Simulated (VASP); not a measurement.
# O2 in VASP: single point with LDA

Aim: the single point of O2 with LDA.

Program: VASP 6.6.1. These are calculated values, not measurements. Logs are shortened: lines on timing, memory, paths and dates and some standing lists are left out, and cuts for length are marked.

## (1) The cell of the first run

The cell holds a molecule in a box, 2 atoms: a = 9.000 Å, b = 9.500 Å, c = 10.000 Å, α = 90.00°, β = 90.00°, γ = 90.00°.

## (2) Single point, LDA, collinear spin, ferromagnetic start

INCAR reads:

```
PREC     = Accurate       # precision mode
ENCUT    = 1000           # plane-wave cutoff, eV
EDIFF    = 1E-6           # SCF threshold, eV
ISMEAR   = -1             # smearing method
SIGMA    = 0.05           # smearing width, eV
LREAL    = False          # projectors in reciprocal space
LASPH    = True           # aspherical terms in the spheres
NELM     = 200            # most SCF steps
ALGO     = Normal         # electronic algorithm
ISIF     = 2              # what is computed and relaxed
LWAVE    = False          # write WAVECAR
LCHARG   = True           # write CHGCAR
ISPIN    = 2              # spin polarisation
MAGMOM   = 1 1            # initial moments
LORBIT   = 11             # projections on sites
GGA      = CA             # functional
LELF     = True           # ELF
LVHAR    = True         
NBANDS   = 17             # bands
GGA_COMPAT= False        
NELMDL   = -8
```

KPOINTS reads:

```
Automatic mesh
0
Gamma
  1 1 1
```

POSCAR reads:

```
O
1.0
    9.0000000000      0.0000000000      0.0000000000
    0.0000000000      9.5000000000      0.0000000000
    0.0000000000      0.0000000000     10.0000000000
O
2
Direct
    0.5000000000      0.5000000000      0.4400239248
    0.5000000000      0.5000000000      0.5599760752
```

Potentials or basis: VASP PAW LDA potentials, release 64 (O_h).

Started as:

```
> cat potpaw_LDA.64/O_h/POTCAR > POTCAR
> mpirun -np 1 vasp_gam > vasp.out
```

OUTCAR:

```text
PREC = Accurate
   ENCUT = 1000
   EDIFF = 1E-6
   ISMEAR = -1
   LREAL = False
   LASPH = True
   NELM = 200
   ISIF = 2
   ISPIN = 2
   LORBIT = 11
   GGA = CA
   NELMDL = -8

 ion  position               nearest neighbor table
   1  0.500  0.500  0.440-   2 1.20
   2  0.500  0.500  0.560-   1 1.20

  LATTYP: Found a simple orthorhombic cell.
 ALAT       =     9.0000000000
 B/A-ratio  =     1.0555555556
 C/A-ratio  =     1.1111111111

  Lattice vectors:

 A1 = (   9.0000000000,   0.0000000000,   0.0000000000)
 A2 = (   0.0000000000,   9.5000000000,   0.0000000000)
 A3 = (   0.0000000000,   0.0000000000,  10.0000000000)

Analysis of symmetry for initial positions (statically):
=====================================================================
 Subroutine PRICEL returns:
 Original cell was already a primitive cell.

 Routine SETGRP: Setting up the symmetry group for a
 simple orthorhombic supercell.

 Subroutine GETGRP returns: Found  8 space group operations
 (whereof  8 operations were pure point group operations)
 out of a pool of  8 trial point group operations.

The static configuration has the point symmetry D_2h.

Analysis of symmetry for dynamics (positions and initial velocities):
=====================================================================
 Subroutine PRICEL returns:
 Original cell was already a primitive cell.

 Routine SETGRP: Setting up the symmetry group for a
 simple orthorhombic supercell.

 Subroutine GETGRP returns: Found  8 space group operations
 (whereof  8 operations were pure point group operations)
 out of a pool of  8 trial point group operations.

The dynamic configuration has the point symmetry D_2h.

Analysis of structural, dynamic, and magnetic symmetry:
=====================================================================
 Subroutine PRICEL returns:
 Original cell was already a primitive cell.

 Routine SETGRP: Setting up the symmetry group for a
 simple orthorhombic supercell.

 Subroutine GETGRP returns: Found  8 space group operations
 (whereof  8 operations were pure point group operations)
 out of a pool of  8 trial point group operations.

The overall configuration has the point symmetry D_2h.

 Subroutine INISYM returns: Found  8 space group operations
 (whereof  8 operations are pure point group operations),
 and found     1 'primitive' translations

----------------------------------------------------------------------------------------

                                     Primitive cell

  volume of cell :     855.0000

  direct lattice vectors                    reciprocal lattice vectors
     9.000000000  0.000000000  0.000000000     0.111111111  0.000000000  0.000000000
     0.000000000  9.500000000  0.000000000     0.000000000  0.105263158  0.000000000
     0.000000000  0.000000000 10.000000000     0.000000000  0.000000000  0.100000000

  length of vectors
     9.000000000  9.500000000 10.000000000     0.111111111  0.105263158  0.100000000

  position of ions in fractional coordinates (direct lattice)
     0.500000000  0.500000000  0.440023925
     0.500000000  0.500000000  0.559976075

  ion indices of the primitive-cell ions
   primitive index   ion index
                 1           1
                 2           2

----------------------------------------------------------------------------------------

 KPOINTS: Automatic mesh

Automatic generation of k-mesh.
 Grid dimensions read from file:
 generate k-points for:    1    1    1

 Generating k-lattice:

  Cartesian coordinates                     Fractional coordinates (reciprocal lattice)
     0.111111111  0.000000000  0.000000000     1.000000000  0.000000000  0.000000000
     0.000000000  0.105263158  0.000000000     0.000000000  1.000000000  0.000000000
     0.000000000  0.000000000  0.100000000     0.000000000  0.000000000  1.000000000

  Length of vectors
     0.111111111  0.105263158  0.100000000

  Shift w.r.t. Gamma in fractional coordinates (k-lattice)
     0.000000000  0.000000000  0.000000000

 Subroutine IBZKPT returns following result:
 ===========================================

 Found      1 irreducible k-points:

 Following reciprocal coordinates:
            Coordinates               Weight
  0.000000  0.000000  0.000000      1.000000
   k-points           NKPTS =      1   k-points in BZ     NKDIM =      1   number of bands    NBANDS=     17
   number of dos      NEDOS =    301   number of ions     NIONS =      2
   total plane-waves  NPLWV = ******
   dimension x,y,z NGX =    96 NGY =   98 NGZ =  108
   dimension x,y,z NGXF=   192 NGYF=  196 NGZF=  216
   ions per type =               2
   NGX,Y,Z   is equivalent  to a cutoff of  17.73, 17.15, 17.95 a.u.
   NGXF,Y,Z  is equivalent  to a cutoff of  35.47, 34.30, 35.91 a.u.
 SYSTEM =  unknown system
   PREC   = accura    normal or accurate (medium, high low for compatibility)
   ISTART =      0    job   : 0-new  1-cont  2-samecut
   ICHARG =      2    charge: 1-file 2-atom 10-const
   ISPIN  =      2    spin polarized calculation?
   LNONCOLLINEAR =      F non collinear calculations
   LSORBIT =      F    spin-orbit coupling
   LASPH  =      T    aspherical Exc in radial PAW
   ENCUT  = 1000.0 eV  73.50 Ry    8.57 a.u.  23.21 24.50 25.78*2*pi/ulx,y,z
   NELM   =    200;   NELMIN=  2; NELMDL= -8     # of ELM steps
   EDIFF  = 0.1E-05   stopping-criterion for ELM
   LREAL  =      F    real-space projection
[... 7 lines left out ...]
   TEBEG  =    0.0;   TEEND  =   0.0 temperature during run
   PSTRESS=    0.0 pullay stress
   NELECT =      12.0000    total number of electrons
   NUPDOWN=      -1.0000    fix difference up-down
   EMIN   =  10.00;   EMAX   =-10.00  energy-range for DOS
   EFERMI =   0.00;   METHOD = LEGACY
   ISMEAR =    -1;   SIGMA  =   0.05  broadening in eV -4-tet -1-fermi 0-gaus
   EFERMI_NEDOS =   21; number of points for ismear=-14 and -15
   IALGO  =     38    algorithm
   IMIX   =      4    mixing-type and parameters
     AMIX     =   0.40;   BMIX     =  1.00
     AMIX_MAG =   1.60;   BMIX_MAG =  1.00
  volume/ion in A,a.u.               =     427.50      2884.91
  Fermi-wavevector in a.u.,A,eV,Ry     =   0.394893  0.746240  2.121703  0.155941
  Thomas-Fermi vector in A             =   1.339966
   LORBIT       =     11    0 simple, 1 ext, 2 COOP (PROOUT), +10 PAW based schemes
   GGA     = CA    functional components
   LHFCALC =     F    Hartree Fock is set to
   AEXX    =    0.0000 exact exchange contribution
   IVDW    =     0    specifies the selected vdW correction
   LEPSILON=     F    determine dielectric tensor
   LRPA    =     F    only Hartree local field effects (RPA)
 spin polarized calculation
  energy-cutoff  :     1000.00
  volume of cell :      855.00
 maximum number of plane-waves:     30729
 NGX is ok and might be reduce to    96
   NGX = 47   NGY = 49   NGZ = 51

 number of electron      12.0000001 magnetization       2.0000002

 Free energy of the ion-electron system (eV)
  ---------------------------------------------------
  ext. energy  EPLUGINS =         0.00000000
  ---------------------------------------------------
  free energy    TOTEN  =       -10.66518904 eV

  energy without entropy =      -10.66518902  energy(sigma->0) =      -10.66518903

 E-fermi :  -5.6451     XC(G=0):  -0.6149

 val. band max:       -6.6295098669   @ k =   0.0000   0.0000   0.0000
 cond. band min:      -4.6607310888   @ k =   0.0000   0.0000   0.0000
 fundamental gap:      1.9687787781
 Fermi energy:        -5.6451355068

 spin component 1

 k-point     1 :       0.0000    0.0000    0.0000
  band No.  band energies     occupation
      1     -32.9779      1.00000
      2     -20.0540      1.00000
      3     -13.6605      1.00000
      4     -13.6016      1.00000
      5     -13.6016      1.00000
      6      -6.6295      1.00000
      7      -6.6295      1.00000
      8      -0.2095      0.00000
      9       1.0532      0.00000
     10       1.3095      0.00000
     11       1.3582      0.00000
     12       1.5205      0.00000
     13       1.6009      0.00000
     14       1.7795      0.00000
     15       2.5763      0.00000
     16       2.9123      0.00000
     17       2.9271      0.00000
 Fermi energy:        -5.6451355068

 spin component 2

 k-point     1 :       0.0000    0.0000    0.0000
  band No.  band energies     occupation
      1     -31.7729      1.00000
      2     -18.4291      1.00000
      3     -12.5669      1.00000
      4     -11.9578      1.00000
      5     -11.9578      1.00000
      6      -4.6607      0.00000
      7      -4.6607      0.00000
      8      -0.1631      0.00000
      9       1.1604      0.00000
     10       1.3436      0.00000
     11       1.4110      0.00000
     12       1.5791      0.00000
     13       1.6198      0.00000
     14       1.8053      0.00000
     15       2.7469      0.00000
     16       2.9646      0.00000
     17       2.9712      0.00000

------------------------ aborting loop because EDIFF is reached ----------------------------------------

  FORCE on cell =-STRESS in cart. coord.  units (eV):
  Direction    XX          YY          ZZ          XY          YZ          ZX
  --------------------------------------------------------------------------------------
  -------------------------------------------------------------------------------------
  Total       -0.0055058     -0.0070187      0.5551341      0.0000000      0.0000000      0.0000000
  in kB       -0.0103173     -0.0131522      1.0402612      0.0000000      0.0000000      0.0000000
  external PRESSURE =       0.3389306 kB  Pullay stress =       0.0000000 kB

 VOLUME and BASIS-vectors are now :
 -----------------------------------------------------------------------------
  energy-cutoff  :     1000.00
  volume of cell :      855.00
      direct lattice vectors                 reciprocal lattice vectors
     9.000000000  0.000000000  0.000000000     0.111111111  0.000000000  0.000000000
     0.000000000  9.500000000  0.000000000     0.000000000  0.105263158  0.000000000
     0.000000000  0.000000000 10.000000000     0.000000000  0.000000000  0.100000000

 POSITION                                       TOTAL-FORCE (eV/Angst)
 -----------------------------------------------------------------------------------
      4.50000      4.75000      4.40024         0.000000      0.000000     -0.468580
      4.50000      4.75000      5.59976         0.000000     -0.000000      0.468580
 -----------------------------------------------------------------------------------
    total drift:                                0.000000     -0.000000     -0.000000

  FREE ENERGIE OF THE ION-ELECTRON SYSTEM (eV)
  ---------------------------------------------------
  free  energy   TOTEN  =       -10.6651890360 eV

  energy  without entropy=      -10.6651890243  energy(sigma->0) =      -10.66518903

 total charge

# of ion       s       p       d       tot
------------------------------------------
    1        1.075   2.234   0.000   3.309
    2        1.075   2.234   0.000   3.309
--------------------------------------------------
tot          2.151   4.468   0.000   6.619

 magnetization (x)

# of ion       s       p       d       tot
------------------------------------------
    1        0.013   0.606   0.000   0.619
    2        0.013   0.606   0.000   0.619
--------------------------------------------------
tot          0.026   1.213   0.000   1.239
```

Run time: 2.2 min. Hardware: 1 thread of AMD EPYC 9R45 (Zen 5), shared host; peak memory 1.2 GiB.

What came out:

```yaml
Free_energy: -10.6652 eV
Largest_force: 0.469 eV/Å
Gap_between_the_frontier_levels: 1.97 eV
Net_moment: 2.00 μB per cell
Site_moments: O +0.62 μB
Valence_electrons_inside_the_program's_atomic_spheres: O 3.31
```

Forces on the atoms (eV/Å):
```
O    0.000  0.000 -0.469
O    0.000  0.000  0.469
```

Levels at points of the mesh, in eV from the valence-band top:
Spin up:
| k point | band 4 | band 5 | band 6 | band 7 | band 8 | band 9 | band 10 | band 11 |
| --- | --- | --- | --- | --- | --- | --- | --- | --- |
| (0.00, 0.00, 0.00) | -6.97 | -6.97 | 0.00 | 0.00 | 6.42 | 7.68 | 7.94 | 7.99 |
Spin down:
```csv
k point,band 3,band 4,band 5,band 6,band 7,band 8
"(0.00, 0.00, 0.00)",-5.94,-5.33,-5.33,1.97,1.97,6.47
```
